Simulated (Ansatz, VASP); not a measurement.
Two plane-wave programs on TiSi16

```
Si Ti
1.0
     0.00000    5.43000    5.43000
     5.43000    0.00000    5.43000
     5.43000    5.43000    0.00000
Si Ti
16 1
Direct
  0.99951 0.98587 0.99946
  0.12418 0.11774 0.12413
  0.99348 0.99755 0.49763
  0.12658 0.11961 0.61652
  0.99879 0.49980 0.99867
  0.11827 0.62324 0.11801
  0.00219 0.50091 0.48178
  0.12529 0.62413 0.61607
  0.49769 0.99753 0.99345
  0.61662 0.11953 0.12655
  0.49928 0.99831 0.49923
  0.62307 0.12117 0.62305
  0.48200 0.50082 0.00206
  0.61621 0.62410 0.12521
  0.49850 0.49168 0.49842
  0.61916 0.62489 0.61897
  0.86979 0.37226 0.86961
```

Alike in both runs: functional PBEsol; k mesh 2 × 2 × 2; occupations fermi-dirac, width 0.02 eV; no spin polarisation.

Ansatz relaxed the structure, and its values are those at the end. VASP's run is a single point on that final structure, the one shown.

|  | VASP | Ansatz |
| --- | --- | --- |
| version | VASP 6.6.1 | Ansatz 0.2.0 |
| potentials or method | VASP PAW PBE potentials, release 64 (Si, Ti_sv), cutoff 520 eV | scalar-relativistic, plane waves, PAW |
| valence electrons in the cell | 76 | 76 |

Ansatz gave:

* rms of the force components (eV/Å): 0.012

**Question.** Estimate VASP's values.

**Answer.** rms of the force components (eV/Å): 0.014.

VASP's potentials were made for PBE, not for PBEsol, and Ansatz warns of the same on its side.

The k mesh is coarse, so the values compare programs but aren't converged.
